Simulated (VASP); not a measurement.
# LiF3 (P-6m2) in VASP: notebook, part 2 of 2

VASP 6.6.1. The steps go on from the part before.

### Step 4. Relaxation of cell and atoms, PBE, collinear spin, ferromagnetic start

This run uses another cell than the first one, of 13.67 Å³/atom, 1.320 times its volume.

File INCAR:

```
PREC = Accurate ; ENCUT = 600
EDIFF = 1E-6 ; ISMEAR = 0
SIGMA = 0.1 ; LREAL = False
LASPH = True ; NELM = 150
ALGO = Normal ; ISIF = 3
LWAVE = False ; LCHARG = False
ISPIN = 2 ; MAGMOM = 0 0.72 0.72 0.72
LORBIT = 11 ; GGA = PE
IBRION = 2 ; NSW = 90
EDIFFG = -0.04
```

File KPOINTS:

```
Automatic mesh
0
Gamma
  6 6 4
```

File POSCAR:

```
LiF3
1.0
    3.0013638949      0.0000000000      0.0000000000
   -1.5006819474      2.5992573790      0.0000000000
    0.0000000000      0.0000000000      7.0083875619
Li F
1 3
Direct
    0.6666666667      0.3333333333      0.0000000000
    0.6666666667      0.3333333333      0.5000000000
    0.3333333333      0.6666666667      0.1390881087
    0.3333333333      0.6666666667      0.8609118913
```

Potentials or basis: VASP PAW PBE potentials, release 64 (Li_sv, F).

Command:

```sh
$ cat potpaw_PBE.64/Li_sv/POTCAR potpaw_PBE.64/F/POTCAR > POTCAR
$ mpirun -np 1 vasp_std > vasp.out
```

OUTCAR:

```text
PREC = Accurate
   ENCUT = 600
   EDIFF = 1E-6
   ISMEAR = 0
   LREAL = False
   LASPH = True
   NELM = 150
   ISIF = 3
   ISPIN = 2
   LORBIT = 11
   GGA = PE
   IBRION = 2
   NSW = 90
   EDIFFG = -0.04

 ion  position               nearest neighbor table
   1  0.667  0.333  0.000-   3 1.99   4 1.99   3 1.99   4 1.99   3 1.99   4 1.99
   2  0.667  0.333  0.500-
   3  0.333  0.667  0.139-   1 1.99   1 1.99   1 1.99
   4  0.333  0.667  0.861-   1 1.99   1 1.99   1 1.99

  LATTYP: Found a hexagonal cell.
 ALAT       =     3.0013638949
 C/A-ratio  =     2.3350675917

  Lattice vectors:

 A1 = (   3.0013638949,   0.0000000000,   0.0000000000)
 A2 = (  -1.5006819474,   2.5992573790,   0.0000000000)
 A3 = (   0.0000000000,   0.0000000000,   7.0083875619)

Analysis of symmetry for initial positions (statically):
=====================================================================
 Subroutine PRICEL returns:
 Original cell was already a primitive cell.

 Routine SETGRP: Setting up the symmetry group for a
 hexagonal supercell.

 Subroutine GETGRP returns: Found 12 space group operations
 (whereof 12 operations were pure point group operations)
 out of a pool of 24 trial point group operations.

The static configuration has the point symmetry D_3h.

Analysis of symmetry for dynamics (positions and initial velocities):
=====================================================================
 Subroutine PRICEL returns:
 Original cell was already a primitive cell.

 Routine SETGRP: Setting up the symmetry group for a
 hexagonal supercell.

 Subroutine GETGRP returns: Found 12 space group operations
 (whereof 12 operations were pure point group operations)
 out of a pool of 24 trial point group operations.

The dynamic configuration has the point symmetry D_3h.

Analysis of structural, dynamic, and magnetic symmetry:
[... 166 lines left out ...]

  FORCE on cell =-STRESS in cart. coord.  units (eV):
  Direction    XX          YY          ZZ          XY          YZ          ZX
  --------------------------------------------------------------------------------------
  -------------------------------------------------------------------------------------
  Total        0.7506530      0.7506530     -0.4410809      0.0000000      0.0000000      0.0000000
  in kB       21.9970140     21.9970140    -12.9253648      0.0000000      0.0000000      0.0000000
  external PRESSURE =      10.3562211 kB  Pullay stress =       0.0000000 kB
[... 97 lines left out ...]
  FREE ENERGIE OF THE ION-ELECTRON SYSTEM (eV)
  ---------------------------------------------------
  free  energy   TOTEN  =       -11.8045336416 eV

  energy  without entropy=      -11.8033978493  energy(sigma->0) =      -11.80396575

[... ionic steps 4 to 14 ...]

--------------------------------------- Ionic step       15  -------------------------------------------

 number of electron      23.9999986 magnetization       0.0000001

------------------------ aborting loop because EDIFF is reached ----------------------------------------
[... 71 lines left out ...]
--------------------------------------- Ionic step       17  -------------------------------------------

 number of electron      23.9999973 magnetization       0.0000001

 Free energy of the ion-electron system (eV)
  ---------------------------------------------------
  ext. energy  EPLUGINS =         0.00000000
  ---------------------------------------------------
  free energy    TOTEN  =       -11.84138505 eV

  energy without entropy =      -11.84030821  energy(sigma->0) =      -11.84084663

 E-fermi :  -3.6875     XC(G=0):  -8.3465

 val. band max:       -3.8084832374   @ k =   0.0000   0.0000   0.5000
 cond. band min:      -3.6461231320   @ k =   0.0000   0.0000   0.5000
 fundamental gap:      0.1623601054
 Fermi energy:        -3.6875102276

 spin component 1

 k-point     1 :       0.0000    0.0000    0.0000
  band No.  band energies     occupation
      1     -45.7486      1.00000
      2     -24.9329      1.00000
      3     -24.4566      1.00000
      4     -23.3882      1.00000
      5      -7.4220      1.00000
      6      -6.7270      1.00000
[... 396 lines left out ...]
      3     -24.4479      1.00000
      4     -23.1958      1.00000
      5      -7.4213      1.00000
      6      -6.6745      1.00000
[... 9 lines left out ...]
     16      11.4794      0.00000
     17      12.2901      0.00000
 Fermi energy:        -3.6875102276

 spin component 2

 k-point     1 :       0.0000    0.0000    0.0000
  band No.  band energies     occupation
      1     -45.7411      1.00000
      2     -25.6235      1.00000
      3     -24.2091      1.00000
      4     -22.8604      1.00000
      5      -8.2410      1.00000
      6      -5.8406      1.00000
[... 440 lines left out ...]
  FREE ENERGIE OF THE ION-ELECTRON SYSTEM (eV)
  ---------------------------------------------------
  free  energy   TOTEN  =       -11.8413850498 eV

  energy  without entropy=      -11.8403082079  energy(sigma->0) =      -11.84084663

 reached required accuracy - stopping structural energy minimisation

 total charge

# of ion       s       p       d       tot
------------------------------------------
    1        2.010   0.038   0.000   2.048
    2        1.756   4.022   0.000   5.777
    3        1.749   4.199   0.000   5.947
    4        1.749   4.199   0.000   5.947
--------------------------------------------------
tot          7.263  12.457   0.000  19.720

 magnetization (x)

# of ion       s       p       d       tot
------------------------------------------
    1        0.001   0.002   0.000   0.003
    2        0.004   0.743   0.000   0.746
    3       -0.003  -0.398   0.000  -0.401
    4       -0.003  -0.398   0.000  -0.401
--------------------------------------------------
tot         -0.002  -0.051   0.000  -0.053
```

CONTCAR:

```text
LiF3
   1.00000000000000
     3.1125971943411832    0.0000000000019916   -0.0000000000000000
    -1.5562985971170140    2.6955882420634407   -0.0000000000000000
     0.0000000000000000   -0.0000000000000000    6.0530285588204302
  Li              F
     1     3
Direct
     0.6666666667000030    0.3333333332999970    0.0000000000000000
     0.6666666667000030    0.3333333332999970    0.5000000000000000
     0.3333333332999970    0.6666666667000030    0.1592804834697359
     0.3333333332999970    0.6666666667000030    0.8407195165302642

  0.00000000E+00  0.00000000E+00  0.00000000E+00
  0.00000000E+00  0.00000000E+00  0.00000000E+00
  0.00000000E+00  0.00000000E+00  0.00000000E+00
  0.00000000E+00  0.00000000E+00  0.00000000E+00
```

Run time: 14 min. Hardware: 1 thread of Intel Xeon Platinum 8488C (Sapphire Rapids), shared host; peak memory 0.21 GiB.

What came out:

| Property | Result |
| --- | --- |
| Free energy | -11.8414 eV |
| Relaxed volume | 12.70 Å³/atom |
| Relaxed cell | a = 3.113 Å, b = 3.113 Å, c = 6.053 Å, α = 90.00°, β = 90.00°, γ = 120.00° |
| Space group after relaxing (to 0.05 Å) | P-6m2 (No. 187) |
| Energy gained by relaxing | 16.6 meV/atom |
| Ionic steps | 17 |
| Pressure after relaxing | 0.0 GPa |
| Largest force after relaxing | 0.015 eV/Å |
| Band gap on the k mesh | 0.16 eV, direct |
| Net moment | 0.00 μB per cell |
| Site moments | Li +0.00; F +0.75, -0.40 μB |
| Valence electrons inside the program's atomic spheres | Li 2.05; F 5.78, 5.95 |

Forces in eV/Å, atoms in the order of the input:
```
Li   0.000  0.000  0.000
F    0.000  0.000  0.000
F    0.000  0.000  0.015
F    0.000  0.000 -0.015
```

Step by step:
| step | energy change (eV) | largest force (eV/Å) | pressure (GPa) | volume (Å³) |
| --- | --- | --- | --- | --- |
| 1 | 0.0000 | 0.0130 | 1.04 | 54.67 |
| 2 | -0.0137 | 0.0550 | 0.79 | 55.37 |
| 3 | -0.0297 | 0.2589 | 0.23 | 57.25 |
| 4 | -0.0337 | 0.0459 | -0.63 | 57.95 |
| 5 | -0.0339 | 0.0113 | -0.46 | 57.81 |
| 6 | -0.0364 | 0.0169 | -0.49 | 57.49 |
| 7 | -0.0437 | 0.0378 | -0.51 | 56.52 |
| 8 | -0.0558 | 0.1017 | -0.47 | 54.56 |
| 9 | -0.0689 | 0.1383 | -0.72 | 50.53 |
| 10 | -0.0587 | 0.2352 | -0.16 | 52.98 |
| 11 | -0.0602 | 0.1898 | -0.24 | 52.77 |
| 12 | -0.0630 | 0.0636 | -0.41 | 52.16 |
| 13 | -0.0606 | 0.1591 | -0.69 | 50.92 |
| 14 | -0.0634 | 0.0044 | -0.49 | 51.81 |
| 15 | -0.0640 | 0.0059 | -0.44 | 51.71 |
| 16 | -0.0652 | 0.0087 | -0.31 | 51.40 |
| 17 | -0.0666 | 0.0150 | -0.03 | 50.79 |

Final structure:
```
Li F
1.0
     3.11260    0.00000    0.00000
    -1.55630    2.69559    0.00000
     0.00000    0.00000    6.05303
Li F
1 3
Direct
  0.66667 0.33333 0.00000
  0.66667 0.33333 0.50000
  0.33333 0.66667 0.15928
  0.33333 0.66667 0.84072
```

Caveat: the cutoff is under 1.25 times the usual one of these potentials, so pressure, stress and relaxed cells hold a basis-set (Pulay) error. A k mesh can miss the band edges.

### Step 5. The runs side by side

```csv
task,cell,k mesh,cutoff (eV),gap on the mesh (eV),moment (μB),largest force (eV/Å)
single point,"a = 2.443, b = 2.443, c = 8.011 Å, angles 90.0, 90.0, 120.0°, 4 atoms",12 × 12 × 2,520,none,0.91,2.82
single point,"a = 3.001, b = 3.001, c = 7.008 Å, angles 90.0, 90.0, 120.0°, 4 atoms",6 × 6 × 4,520,none,2.00,0.02
relaxation of cell and atoms,"relaxed from a = 3.001, b = 3.001, c = 7.008 Å, angles 90.0, 90.0, 120.0°, 4 atoms",6 × 6 × 4,600,0.16,0.00,0.01
```

Alike in all rows: level PBE; potentials or basis VASP PAW PBE potentials, release 64 (Li_sv, F); spin collinear, ferromagnetic start; smearing gaussian 0.1 eV.

Caveats: some runs use coarse meshes; the cutoff is under 1.25 times the usual one of these potentials, so pressure, stress and relaxed cells hold a basis-set (Pulay) error; forces of over 1 eV/Å act on the atoms, so gaps and moduli don't describe the material at rest (some runs).

Absolute energies hang on the potentials; compare differences alone.
